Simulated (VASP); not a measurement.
# Sr3Pt (Pm-3m) in VASP: further runs, part 2 of 2

VASP 6.6.1. The steps go on from the part before.

**4. Single point, PBE**

The input, INCAR:

```
ALGO = Normal
EDIFF = 1E-7
ENCUT = 520
GGA = PE
ISIF = 2
ISMEAR = 0
LASPH = T
LCHARG = F
LREAL = F
LWAVE = F
NBANDS = 28
NELM = 100
PREC = Accurate
SIGMA = 0.1
```

The input, KPOINTS:

```
k-points
0
Gamma
  10 10 10
```

The input, POSCAR:

```
Sr3Pt
1.0
    5.1437300822      0.0000000000      0.0000000000
    0.0000000000      5.1437300822      0.0000000000
    0.0000000000      0.0000000000      5.1437300822
Sr Pt
3 1
Direct
    0.0000000000      0.5000000000      0.5000000000
    0.5000000000      0.0000000000      0.5000000000
    0.5000000000      0.5000000000      0.0000000000
    0.0000000000      0.0000000000      0.0000000000
```

Potentials or basis: VASP PAW PBE potentials, release 64 (Sr_sv, Pt).

On the command line:

```
$ cat potpaw_PBE.64/Sr_sv/POTCAR potpaw_PBE.64/Pt/POTCAR > POTCAR
$ mpirun -np 1 vasp_std > vasp.out
```

OUTCAR:

```text
EDIFF = 1E-7
   ENCUT = 520
   GGA = PE
   ISIF = 2
   ISMEAR = 0
   LASPH = T
   LREAL = F
   NELM = 100
   PREC = Accurate

 ion  position               nearest neighbor table
   1  0.000  0.500  0.500-   2 3.64   3 3.64   4 3.64   3 3.64   4 3.64   2 3.64   4 3.64   4 3.64
                             2 3.64   3 3.64   3 3.64   2 3.64
   2  0.500  0.000  0.500-   1 3.64   3 3.64   4 3.64   3 3.64   4 3.64   1 3.64   3 3.64   3 3.64
                             1 3.64   4 3.64   4 3.64   1 3.64
   3  0.500  0.500  0.000-   1 3.64   2 3.64   4 3.64   1 3.64   2 3.64   2 3.64   4 3.64   2 3.64
                             1 3.64   4 3.64   1 3.64   4 3.64
   4  0.000  0.000  0.000-   1 3.64   2 3.64   3 3.64   1 3.64   2 3.64   1 3.64   3 3.64   1 3.64
                             2 3.64   3 3.64   2 3.64   3 3.64

  LATTYP: Found a simple cubic cell.
 ALAT       =     5.1437300822

  Lattice vectors:

 A1 = (   5.1437300822,   0.0000000000,   0.0000000000)
 A2 = (   0.0000000000,   5.1437300822,   0.0000000000)
 A3 = (   0.0000000000,   0.0000000000,   5.1437300822)

Analysis of symmetry for initial positions (statically):
=====================================================================
 Subroutine PRICEL returns:
 Original cell was already a primitive cell.

 Routine SETGRP: Setting up the symmetry group for a
 simple cubic supercell.

 Subroutine GETGRP returns: Found 48 space group operations
 (whereof 48 operations were pure point group operations)
 out of a pool of 48 trial point group operations.

The static configuration has the point symmetry O_h .

Analysis of symmetry for dynamics (positions and initial velocities):
=====================================================================
 Subroutine PRICEL returns:
 Original cell was already a primitive cell.

 Routine SETGRP: Setting up the symmetry group for a
 simple cubic supercell.

 Subroutine GETGRP returns: Found 48 space group operations
 (whereof 48 operations were pure point group operations)
 out of a pool of 48 trial point group operations.

The dynamic configuration has the point symmetry O_h .

 Subroutine INISYM returns: Found 48 space group operations
 (whereof 48 operations are pure point group operations),
 and found     1 'primitive' translations

----------------------------------------------------------------------------------------

                                     Primitive cell

  volume of cell :     136.0926

  direct lattice vectors                    reciprocal lattice vectors
     5.143730082  0.000000000  0.000000000     0.194411445  0.000000000  0.000000000
     0.000000000  5.143730082  0.000000000     0.000000000  0.194411445  0.000000000
     0.000000000  0.000000000  5.143730082     0.000000000  0.000000000  0.194411445

  length of vectors
     5.143730082  5.143730082  5.143730082     0.194411445  0.194411445  0.194411445

  position of ions in fractional coordinates (direct lattice)
     0.000000000  0.500000000  0.500000000
     0.500000000  0.000000000  0.500000000
     0.500000000  0.500000000  0.000000000
     0.000000000  0.000000000  0.000000000

[... 27 lines left out ...]

 Subroutine IBZKPT returns following result:
 ===========================================

 Found     56 irreducible k-points:

 Following reciprocal coordinates:
            Coordinates               Weight
  0.000000  0.000000  0.000000      1.000000
  0.100000  0.000000  0.000000      6.000000
  0.200000  0.000000  0.000000      6.000000
  0.300000  0.000000  0.000000      6.000000
  0.400000  0.000000  0.000000      6.000000
  0.500000  0.000000  0.000000      3.000000
[... 16 lines left out ...]
  0.200000  0.100000  0.100000     24.000000
  0.300000  0.100000  0.100000     24.000000
 [... further k-points ...]
   k-points           NKPTS =     56   k-points in BZ     NKDIM =     56   number of bands    NBANDS=     28
   number of dos      NEDOS =    301   number of ions     NIONS =      4
   total plane-waves  NPLWV =  64000
   dimension x,y,z NGX =    40 NGY =   40 NGZ =   40
   dimension x,y,z NGXF=    80 NGYF=   80 NGZF=   80
   ions per type =               3   1
   NGX,Y,Z   is equivalent  to a cutoff of  12.93, 12.93, 12.93 a.u.
   NGXF,Y,Z  is equivalent  to a cutoff of  25.86, 25.86, 25.86 a.u.
 SYSTEM =  unknown system
   PREC   = accura    normal or accurate (medium, high low for compatibility)
   ISTART =      0    job   : 0-new  1-cont  2-samecut
   ICHARG =      2    charge: 1-file 2-atom 10-const
   ISPIN  =      1    spin polarized calculation?
   LNONCOLLINEAR =      F non collinear calculations
   LSORBIT =      F    spin-orbit coupling
   LASPH  =      T    aspherical Exc in radial PAW
   ENCUT  =  520.0 eV  38.22 Ry    6.18 a.u.   9.56  9.56  9.56*2*pi/ulx,y,z
   NELM   =    100;   NELMIN=  2; NELMDL= -5     # of ELM steps
   EDIFF  = 0.1E-06   stopping-criterion for ELM
   LREAL  =      F    real-space projection
   EDIFFG = 0.1E-05   stopping-criterion for IOM
   NSW    =      0    number of steps for IOM
   IBRION =     -1    ionic relax: 0-MD 1-quasi-New 2-CG
   NFREE  =      0    steps in history (QN), initial steepest desc. (CG)
   ISIF   =      2    stress and relaxation
   ISYM   =      2    0-nonsym 1-usesym 2-fastsym
   POTIM  = 0.5000    time-step for ionic-motion
   TEBEG  =    0.0;   TEEND  =   0.0 temperature during run
   PSTRESS=    0.0 pullay stress
   NELECT =      40.0000    total number of electrons
   NUPDOWN=      -1.0000    fix difference up-down
   EMIN   =  10.00;   EMAX   =-10.00  energy-range for DOS
   EFERMI =   0.00;   METHOD = LEGACY
   ISMEAR =     0;   SIGMA  =   0.10  broadening in eV -4-tet -1-fermi 0-gaus
   EFERMI_NEDOS =   21; number of points for ismear=-14 and -15
   IALGO  =     38    algorithm
   IMIX   =      4    mixing-type and parameters
     AMIX     =   0.40;   BMIX     =  1.00
     AMIX_MAG =   1.60;   BMIX_MAG =  1.00
  volume/ion in A,a.u.               =      34.02       229.60
  Fermi-wavevector in a.u.,A,eV,Ry     =   1.088470  2.056911 16.119747  1.184768
  Thomas-Fermi vector in A             =   2.224653
   LORBIT       =      0    0 simple, 1 ext, 2 COOP (PROOUT), +10 PAW based schemes
   GGA     = PE    functional components
   LHFCALC =     F    Hartree Fock is set to
   AEXX    =    0.0000 exact exchange contribution
   IVDW    =     0    specifies the selected vdW correction
   LEPSILON=     F    determine dielectric tensor
   LRPA    =     F    only Hartree local field effects (RPA)
 non-spin polarized calculation
 Gauss-broadening in eV      SIGMA  =   0.10
  energy-cutoff  :      520.00
  volume of cell :      136.09
 maximum number of plane-waves:      3743
 NGX is ok and might be reduce to    40
   NGX = 19   NGY = 19   NGZ = 19

 number of electron      39.9999997 magnetization

 Free energy of the ion-electron system (eV)
  ---------------------------------------------------
  ext. energy  EPLUGINS =         0.00000000
  ---------------------------------------------------
  free energy    TOTEN  =       -11.47645218 eV

  energy without entropy =      -11.45607354  energy(sigma->0) =      -11.46626286

 E-fermi :   3.4033     XC(G=0):  -8.9603

 val. band max:        3.3852041726   @ k =   0.4000   0.4000   0.1000
 cond. band min:       3.4047549157   @ k =   0.4000   0.3000   0.0000
 fundamental gap:      0.0195507431
 Fermi energy:         3.4032731847

 k-point     1 :       0.0000    0.0000    0.0000
  band No.  band energies     occupation
      1     -32.7415      2.00000
      2     -32.6306      2.00000
      3     -32.6306      2.00000
      4     -15.0460      2.00000
      5     -15.0460      2.00000
      6     -15.0460      2.00000
[... 733 lines left out ...]
     27       5.9199      0.00000
     28       7.1278      0.00000

 [... further k-points ...]

------------------------ aborting loop because EDIFF is reached ----------------------------------------

  FORCE on cell =-STRESS in cart. coord.  units (eV):
  Direction    XX          YY          ZZ          XY          YZ          ZX
  --------------------------------------------------------------------------------------
  -------------------------------------------------------------------------------------
  Total        0.0178254      0.0178254      0.0178254      0.0000000     -0.0000000      0.0000000
  in kB        0.2098532      0.2098532      0.2098532      0.0000000     -0.0000000      0.0000000
  external PRESSURE =       0.2098532 kB  Pullay stress =       0.0000000 kB

 VOLUME and BASIS-vectors are now :
 -----------------------------------------------------------------------------
  energy-cutoff  :      520.00
  volume of cell :      136.09
      direct lattice vectors                 reciprocal lattice vectors
     5.143730082  0.000000000  0.000000000     0.194411445  0.000000000  0.000000000
     0.000000000  5.143730082  0.000000000     0.000000000  0.194411445  0.000000000
     0.000000000  0.000000000  5.143730082     0.000000000  0.000000000  0.194411445

 POSITION                                       TOTAL-FORCE (eV/Angst)
 -----------------------------------------------------------------------------------
      0.00000      2.57187      2.57187         0.000000      0.000000      0.000000
      2.57187      0.00000      2.57187         0.000000      0.000000      0.000000
      2.57187      2.57187      0.00000         0.000000      0.000000      0.000000
      0.00000      0.00000      0.00000         0.000000      0.000000      0.000000
 -----------------------------------------------------------------------------------
    total drift:                               -0.000000     -0.000000     -0.000000

  FREE ENERGIE OF THE ION-ELECTRON SYSTEM (eV)
  ---------------------------------------------------
  free  energy   TOTEN  =       -11.4764521837 eV

  energy  without entropy=      -11.4560735398  energy(sigma->0) =      -11.46626286
```

OSZICAR:

```text
N       E                     dE             d eps       ncg     rms          rms(c)
DAV:   1     0.237223900721E+03    0.23722E+03   -0.19138E+04  3152   0.128E+03
DAV:   2     0.653579662576E+01   -0.23069E+03   -0.22435E+03  3688   0.290E+02
DAV:   3    -0.107157970949E+02   -0.17252E+02   -0.17021E+02  4936   0.588E+01
DAV:   4    -0.116605327893E+02   -0.94474E+00   -0.94117E+00  4456   0.119E+01
DAV:   5    -0.116880394086E+02   -0.27507E-01   -0.27501E-01  4480   0.198E+00    0.255E+01
DAV:   6    -0.115632266679E+02    0.12481E+00   -0.84237E-01  3888   0.403E+00    0.135E+01
DAV:   7    -0.116143573599E+02   -0.51131E-01   -0.12297E+00  3712   0.396E+00    0.655E+00
DAV:   8    -0.114740942946E+02    0.14026E+00   -0.76275E-01  3876   0.325E+00    0.542E-01
DAV:   9    -0.114762009002E+02   -0.21066E-02   -0.22561E-02  3748   0.528E-01    0.433E-01
DAV:  10    -0.114763141625E+02   -0.11326E-03   -0.13500E-03  4448   0.148E-01    0.119E-01
DAV:  11    -0.114764586796E+02   -0.14452E-03   -0.21065E-04  3844   0.743E-02    0.260E-02
DAV:  12    -0.114764520353E+02    0.66443E-05   -0.58543E-05  4364   0.294E-02    0.934E-03
DAV:  13    -0.114764530196E+02   -0.98426E-06   -0.55974E-06  4032   0.992E-03    0.405E-03
DAV:  14    -0.114764526377E+02    0.38191E-06   -0.38020E-07  3804   0.264E-03    0.249E-03
DAV:  15    -0.114764522818E+02    0.35587E-06   -0.19178E-07  2924   0.223E-03    0.107E-03
DAV:  16    -0.114764521771E+02    0.10465E-06   -0.23089E-08  2040   0.785E-04    0.715E-04
DAV:  17    -0.114764521837E+02   -0.66038E-08   -0.60193E-09  2008   0.375E-04
   1 F= -.11476452E+02 E0= -.11466263E+02  d E =-.203786E-01
```

stdout:

```text
POSCAR found type information on POSCAR SrPt
 POSCAR found :  2 types and       4 ions
 scaLAPACK will be used
 LDA part: xc-table for (Slater+PW92), standard interpolation
 POSCAR, INCAR and KPOINTS ok, starting setup
 FFT: planning ... GRIDC
 FFT: planning ... GRID_SOFT
 FFT: planning ... GRID
 WAVECAR not read
 entering main loop
```

Run time: 1.9 min. Hardware: 1 thread of Intel Xeon Platinum 8559C (Emerald Rapids), shared host; peak memory 0.36 GiB.

What came out:

```yaml
Free_energy: -11.4765 eV
Pressure: 0.0 GPa
Band_gap_on_the_k_mesh: zero (bands 20 and 21 overlap by 1.39 eV)
```

Caveat: spin-orbit coupling is left out, which moves the levels of the heavy elements.

The gap in the log of VASP goes by the Fermi energy; the results here count the filled bands.